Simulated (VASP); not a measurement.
# EuAlIr (P4/mmm) in VASP: notebook

EuAlIr is run at these levels: PBE; tasks: single point, relaxation of cell and atoms.

All numbers are computed with VASP 6.6.1; they aren't measurements. Logs are shortened: lines on timing, memory, paths and dates and some standing lists are left out, and cuts for length are marked.

## Step 1: The cell of the first run

It takes space group P4/mmm (No. 123, tetragonal). Conventional cell: a = 3.966 Å, b = 3.966 Å, c = 3.899 Å, α = 90.00°, β = 90.00°, γ = 90.00°. Eu (site symmetry 4/mmm) has 4 Al at 2.80 Å and 8 Ir at 3.42 Å within 3.7 Å. Within 2.6 Å of Al (site symmetry 4/mmm) lie 2 Ir at 1.95 Å. Within 2.6 Å of Ir (site symmetry 4/mmm) lie 2 Al at 1.95 Å.

## Step 2: Single point, PBE, collinear spin, ferromagnetic start

Contents of INCAR:

```
ALGO     = Normal         # electronic algorithm
EDIFF    = 1E-6           # SCF threshold, eV
ENCUT    = 520            # plane-wave cutoff, eV
GGA      = PE             # functional
ISIF     = 2              # what is computed and relaxed
ISMEAR   = 0              # smearing method
ISPIN    = 2              # spin polarisation
LASPH    = True           # aspherical terms in the spheres
LCHARG   = False          # write CHGCAR
LMAXMIX  = 6              # l up to which the mixer works
LORBIT   = 11             # projections on sites
LREAL    = False          # projectors in reciprocal space
LWAVE    = False          # write WAVECAR
MAGMOM   = 7 0 0          # initial moments
NBANDS   = 26             # bands
NELM     = 150            # most SCF steps
PREC     = Accurate       # precision mode
SIGMA    = 0.1            # smearing width, eV
```

Contents of KPOINTS:

```
k-points
0
Gamma
  4 4 4
```

Contents of POSCAR:

```
EuAlIr
1.0
    3.9657965400      0.0000000000      0.0000000000
    0.0000000000      3.9657965400      0.0000000000
    0.0000000000      0.0000000000      3.8986549100
Eu Al Ir
1 1 1
Direct
    0.5000000000      0.5000000000      0.0000000000
    0.0000000000      0.0000000000      0.0000000000
    0.0000000000      0.0000000000      0.5000000000
```

Potentials or basis: VASP PAW PBE potentials, release 64 (Eu, Al, Ir).

Command:

```console
$ cat potpaw_PBE.64/Eu/POTCAR potpaw_PBE.64/Al/POTCAR potpaw_PBE.64/Ir/POTCAR > POTCAR
$ mpirun -np 1 vasp_std > vasp.out
```

OUTCAR:

```text
EDIFF = 1E-6
   ENCUT = 520
   GGA = PE
   ISIF = 2
   ISMEAR = 0
   ISPIN = 2
   LASPH = True
   LORBIT = 11
   LREAL = False
   NELM = 150
   PREC = Accurate

 ion  position               nearest neighbor table
   1  0.500  0.500  0.000-   2 2.80   2 2.80   2 2.80   2 2.80   3 3.42   3 3.42   3 3.42   3 3.42
                             3 3.42   3 3.42   3 3.42   3 3.42
   2  0.000  0.000  0.000-   3 1.95   3 1.95   1 2.80   1 2.80   1 2.80   1 2.80
   3  0.000  0.000  0.500-   2 1.95   2 1.95   1 3.42   1 3.42   1 3.42   1 3.42   1 3.42   1 3.42
                             1 3.42   1 3.42

  LATTYP: Found a simple tetragonal cell.
 ALAT       =     3.9657965400
 C/A-ratio  =     0.9830698249

  Lattice vectors:

 A1 = (   3.9657965400,   0.0000000000,   0.0000000000)
 A2 = (   0.0000000000,   3.9657965400,   0.0000000000)
 A3 = (   0.0000000000,   0.0000000000,   3.8986549100)

Analysis of symmetry for initial positions (statically):
=====================================================================
 Subroutine PRICEL returns:
 Original cell was already a primitive cell.

 Routine SETGRP: Setting up the symmetry group for a
 simple tetragonal supercell.

 Subroutine GETGRP returns: Found 16 space group operations
 (whereof 16 operations were pure point group operations)
 out of a pool of 16 trial point group operations.

The static configuration has the point symmetry D_4h.

Analysis of symmetry for dynamics (positions and initial velocities):
=====================================================================
 Subroutine PRICEL returns:
 Original cell was already a primitive cell.

 Routine SETGRP: Setting up the symmetry group for a
 simple tetragonal supercell.

 Subroutine GETGRP returns: Found 16 space group operations
 (whereof 16 operations were pure point group operations)
 out of a pool of 16 trial point group operations.

The dynamic configuration has the point symmetry D_4h.

Analysis of structural, dynamic, and magnetic symmetry:
=====================================================================
 Subroutine PRICEL returns:
 Original cell was already a primitive cell.

 Routine SETGRP: Setting up the symmetry group for a
 simple tetragonal supercell.

 Subroutine GETGRP returns: Found 16 space group operations
 (whereof 16 operations were pure point group operations)
 out of a pool of 16 trial point group operations.

The overall configuration has the point symmetry D_4h.

[... 117 lines left out ...]
   LORBIT       =     11    0 simple, 1 ext, 2 COOP (PROOUT), +10 PAW based schemes
   GGA     = PE    functional components
   LHFCALC =     F    Hartree Fock is set to
   AEXX    =    0.0000 exact exchange contribution
   IVDW    =     0    specifies the selected vdW correction
   LEPSILON=     F    determine dielectric tensor
   LRPA    =     F    only Hartree local field effects (RPA)
 spin polarized calculation
 Gauss-broadening in eV      SIGMA  =   0.10
  energy-cutoff  :      520.00
  volume of cell :       61.32
 maximum number of plane-waves:      1695
 NGX is ok and might be reduce to    30
   NGX = 15   NGY = 15   NGZ = 15

 number of electron      28.9999997 magnetization       6.6573478

 Free energy of the ion-electron system (eV)
  ---------------------------------------------------
  ext. energy  EPLUGINS =         0.00000000
  ---------------------------------------------------
  free energy    TOTEN  =       -19.99268033 eV

  energy without entropy =      -19.96437248  energy(sigma->0) =      -19.97852640

 E-fermi :   5.0066     XC(G=0): -10.9060

 val. band max:        4.9923033268   @ k =   0.2500   0.2500   0.0000
 cond. band min:       5.0745906356   @ k =   0.5000   0.2500   0.2500
 fundamental gap:      0.0822873088
 Fermi energy:         5.0065524614

 spin component 1

 k-point     1 :       0.0000    0.0000    0.0000
  band No.  band energies     occupation
      1     -35.9747      1.00000
      2     -14.7136      1.00000
      3     -14.7136      1.00000
      4     -14.4822      1.00000
      5      -3.2359      1.00000
      6       1.2595      1.00000
[... 511 lines left out ...]
     25      12.2060      0.00000
     26      12.7412      0.00000
 Fermi energy:         5.0065524614

 spin component 2

 k-point     1 :       0.0000    0.0000    0.0000
  band No.  band energies     occupation
      1     -32.9767      1.00000
      2     -12.5675      1.00000
      3     -12.5675      1.00000
      4     -12.2880      1.00000
      5      -3.0810      1.00000
      6       1.2910      1.00000
[... 511 lines left out ...]
     25      13.2927      0.00000
     26      13.4133      0.00000

------------------------ aborting loop because EDIFF is reached ----------------------------------------

  FORCE on cell =-STRESS in cart. coord.  units (eV):
  Direction    XX          YY          ZZ          XY          YZ          ZX
  --------------------------------------------------------------------------------------
  -------------------------------------------------------------------------------------
  Total        4.7651874      4.7651874     36.5451604      0.0000000      0.0000000     -0.0000000
  in kB      124.5130618    124.5130618    954.9151874      0.0000000      0.0000000     -0.0000000
  external PRESSURE =     401.3137703 kB  Pullay stress =       0.0000000 kB

 VOLUME and BASIS-vectors are now :
 -----------------------------------------------------------------------------
  energy-cutoff  :      520.00
  volume of cell :       61.32
      direct lattice vectors                 reciprocal lattice vectors
     3.965796540  0.000000000  0.000000000     0.252156153  0.000000000  0.000000000
     0.000000000  3.965796540  0.000000000     0.000000000  0.252156153  0.000000000
     0.000000000  0.000000000  3.898654910     0.000000000  0.000000000  0.256498722

 POSITION                                       TOTAL-FORCE (eV/Angst)
 -----------------------------------------------------------------------------------
      1.98290      1.98290      0.00000         0.000000      0.000000      0.000000
      0.00000      0.00000      0.00000         0.000000      0.000000      0.000000
      0.00000      0.00000      1.94933         0.000000      0.000000      0.000000
 -----------------------------------------------------------------------------------
    total drift:                                0.000000      0.000000      0.000000

  FREE ENERGIE OF THE ION-ELECTRON SYSTEM (eV)
  ---------------------------------------------------
  free  energy   TOTEN  =       -19.9926803287 eV

  energy  without entropy=      -19.9643724754  energy(sigma->0) =      -19.97852640

 total charge

# of ion       s       p       d       f       tot
--------------------------------------------------
    1        2.060   5.740   0.477   6.499  14.776
    2        0.599   0.578   0.000   0.000   1.177
    3        0.798   0.445   7.639   0.000   8.882
--------------------------------------------------
tot          3.457   6.763   8.116   6.499  24.835

 magnetization (x)

# of ion       s       p       d       f       tot
--------------------------------------------------
    1       -0.007  -0.098   0.095   6.460   6.451
    2       -0.010   0.016   0.000   0.000   0.006
    3       -0.029   0.003  -0.182   0.000  -0.207
--------------------------------------------------
tot         -0.046  -0.079  -0.086   6.460   6.249
```

Wall time 59 s (1 thread of Intel Xeon 6975P-C (Granite Rapids), shared host); peak memory 0.23 GiB.

Results:

| Property | Result |
| --- | --- |
| Free energy | -19.9927 eV |
| Pressure | 40.1 GPa |
| Net moment | 6.66 μB per cell |
| Site moments | Eu +6.45; Al +0.01; Ir -0.21 μB |
| Valence electrons inside the program's atomic spheres | Eu 14.78; Al 1.18; Ir 8.88 |

Levels at points of the mesh, in eV from the Fermi level:
Spin up:
| k point | band 14 | band 15 | band 16 | band 17 | band 18 | band 19 | band 20 | band 21 | band 22 | band 23 |
| --- | --- | --- | --- | --- | --- | --- | --- | --- | --- | --- |
| (0.00, 0.00, 0.00) | -0.27 | -0.21 | -0.21 | -0.19 | 1.09 | 1.80 | 2.81 | 2.81 | 3.31 | 3.88 |
| (0.50, 0.00, 0.00) | -0.25 | -0.21 | -0.11 | -0.08 | -0.05 | -0.02 | 0.82 | 1.39 | 4.82 | 5.05 |
| (0.50, 0.50, 0.00) | -0.29 | -0.29 | -0.22 | -0.22 | -0.20 | -0.15 | 2.84 | 4.76 | 4.76 | 4.90 |
| (0.00, 0.00, 0.50) | -0.22 | -0.12 | -0.12 | -0.11 | 0.09 | 0.09 | 2.17 | 2.17 | 2.94 | 6.19 |
| (0.50, 0.00, 0.50) | -0.27 | -0.25 | -0.23 | -0.14 | -0.09 | 1.28 | 1.71 | 3.21 | 4.93 | 5.47 |
| (0.50, 0.50, 0.50) | -0.31 | -0.23 | -0.21 | -0.21 | -0.21 | -0.20 | 0.75 | 4.72 | 4.93 | 4.93 |
Spin down:
```
           k point  band 9  band 10  band 11  band 12  band 13  band 14
(0.00, 0.00, 0.00)   -2.60    -1.20     1.71     2.24     2.24     2.26
(0.50, 0.00, 0.00)   -2.49    -1.17    -0.63    -0.03     1.50     1.81
(0.50, 0.50, 0.00)   -1.39    -0.51    -0.06    -0.06     3.55     3.56
(0.00, 0.00, 0.50)   -2.76    -1.81    -0.87     0.76     2.74     2.74
(0.50, 0.00, 0.50)   -2.52    -1.52    -0.43     1.39     2.15     3.77
(0.50, 0.50, 0.50)   -1.46    -0.43    -0.16    -0.16    -0.11     4.08
```

Caveat: the k points lie up to 0.40 Å⁻¹ apart; spin-orbit coupling is left out, which moves the levels of the heavy elements; without U or exact exchange the open f shell lies at the Fermi level, which spoils levels, moments and volumes.

## Step 3: Single point, PBE, collinear spin, ferromagnetic start

This run uses another cell than the first one, of 27.83 Å³/atom, 1.362 times its volume.

Contents of INCAR:

```
PREC = Accurate
ENCUT = 520
EDIFF = 1E-6
ISMEAR = 0
SIGMA = 0.1
LREAL = F
LASPH = T
NELM = 150
ALGO = Fast
ISIF = 2
LWAVE = F
LCHARG = F
ISPIN = 2
MAGMOM = 7 0 0
LORBIT = 11
LMAXMIX = 6
GGA = PE
NBANDS = 26
```

Contents of KPOINTS:

```
Automatic mesh
0
Gamma
  4 4 4
```

Contents of POSCAR:

```
EuAlIr
1.0
    4.2823340288      0.0000000000      0.0000000000
    0.0000000000      4.2823340288      0.0000000000
    0.0000000000      0.0000000000      4.5534966570
Eu Al Ir
1 1 1
Direct
    0.5000000000      0.5000000000      0.0000000000
    0.0000000000      0.0000000000      0.0000000000
    0.0000000000      0.0000000000      0.5000000000
```

Potentials or basis: VASP PAW PBE potentials, release 64 (Eu, Al, Ir).

Command:

```console
$ cat potpaw_PBE.64/Eu/POTCAR potpaw_PBE.64/Al/POTCAR potpaw_PBE.64/Ir/POTCAR > POTCAR
$ mpirun -np 1 vasp_std > vasp.out
```

OUTCAR:

```text
PREC = Accurate
   ENCUT = 520
   EDIFF = 1E-6
   ISMEAR = 0
   LREAL = F
   LASPH = T
   NELM = 150
   ISIF = 2
   ISPIN = 2
   LORBIT = 11
   GGA = PE

 ion  position               nearest neighbor table
   1  0.500  0.500  0.000-   2 3.03   2 3.03   2 3.03   2 3.03
   2  0.000  0.000  0.000-   3 2.28   3 2.28   1 3.03   1 3.03   1 3.03   1 3.03
   3  0.000  0.000  0.500-   2 2.28   2 2.28

  LATTYP: Found a simple tetragonal cell.
 ALAT       =     4.2823340288
 C/A-ratio  =     1.0633212230
[... 1260 lines left out ...]
  energy-cutoff  :      520.00
  volume of cell :       83.50
      direct lattice vectors                 reciprocal lattice vectors
     4.282334029  0.000000000  0.000000000     0.233517515  0.000000000  0.000000000
     0.000000000  4.282334029  0.000000000     0.000000000  0.233517515  0.000000000
     0.000000000  0.000000000  4.553496657     0.000000000  0.000000000  0.219611449

 POSITION                                       TOTAL-FORCE (eV/Angst)
 -----------------------------------------------------------------------------------
      2.14117      2.14117      0.00000         0.000000      0.000000      0.000000
      0.00000      0.00000      0.00000         0.000000      0.000000      0.000000
      0.00000      0.00000      2.27675         0.000000      0.000000      0.000000
 -----------------------------------------------------------------------------------
    total drift:                                0.000000     -0.000000     -0.000000

  FREE ENERGIE OF THE ION-ELECTRON SYSTEM (eV)
  ---------------------------------------------------
  free  energy   TOTEN  =       -22.8484192621 eV

  energy  without entropy=      -22.8262976162  energy(sigma->0) =      -22.83735844

 total charge

# of ion       s       p       d       f       tot
--------------------------------------------------
    1        2.046   5.737   0.298   6.613  14.694
    2        0.520   0.403   0.000   0.000   0.922
    3        0.669   0.280   7.203   0.000   8.152
--------------------------------------------------
tot          3.235   6.420   7.501   6.613  23.769

 magnetization (x)

# of ion       s       p       d       f       tot
--------------------------------------------------
    1       -0.009  -0.103   0.096   6.596   6.580
    2       -0.006   0.029   0.000   0.000   0.023
    3       -0.035   0.011  -0.370   0.000  -0.394
--------------------------------------------------
tot         -0.050  -0.063  -0.274   6.596   6.210
```

stdout:

```text
POSCAR found type information on POSCAR EuAlIr
 POSCAR found :  3 types and       3 ions
 scaLAPACK will be used
 LDA part: xc-table for (Slater+PW92), standard interpolation
 POSCAR, INCAR and KPOINTS ok, starting setup
 FFT: planning ... GRIDC
 FFT: planning ... GRID_SOFT
 FFT: planning ... GRID
 WAVECAR not read
 entering main loop
```

Run time: 1.9 min. Hardware: 1 thread of Intel Xeon 6975P-C (Granite Rapids), shared host; peak memory 0.28 GiB.

What came out:

* Free energy: -22.8484 eV
* Pressure: 0.1 GPa
* Net moment: 6.77 μB per cell
* Site moments: Eu +6.58; Al +0.02; Ir -0.39 μB
* Valence electrons inside the program's atomic spheres: Eu 14.69; Al 0.92; Ir 8.15

Caveat: the k points lie up to 0.37 Å⁻¹ apart; spin-orbit coupling is left out, which moves the levels of the heavy elements; without U or exact exchange the open f shell lies at the Fermi level, which spoils levels, moments and volumes. The state reached can hang on the start; a lower one may exist.

[end of part 1 of 2]
